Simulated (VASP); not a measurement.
Al, 3 atoms in the cell. The typed cell holds 3 atoms: a = 2.861 Å, b = 2.858 Å, c = 7.226 Å, α = 90.38°, β = 101.42°, γ = 119.85°. 

```yaml
Program: VASP 6.6.1
Task: single point
Functional: PBE
Potentials_or_basis: VASP PAW PBE potentials, release 64 (Al)
Cutoff: 520 eV
k_mesh: 18 × 18 × 8
Occupations: gaussian, width 0.1 eV
Spin: no spin polarisation
Dipole_correction: no
Further_INCAR_settings: ALGO = Fast; EDIFF = 1e-06; NBANDS = 12
```

Potentials or basis: VASP PAW PBE potentials, release 64 (Al).

The run is started by

```sh
$ cat potpaw_PBE.64/Al/POTCAR > POTCAR
$ mpirun -np 1 vasp_std > vasp.out
```

Hardware: 1 thread of Intel(R) Xeon(R) Platinum 8259CL CPU @ 2.50GHz (Skylake/Cascade Lake), with other jobs on the host.

**Question.** How long does it take, and how much memory?

**Answer.** It took 8.1 min on 1 thread of Intel(R) Xeon(R) Platinum 8259CL CPU @ 2.50GHz (Skylake/Cascade Lake), with other jobs on the host, peak memory 0.65 GiB. Counts: scf iterations 11, k points 1300.
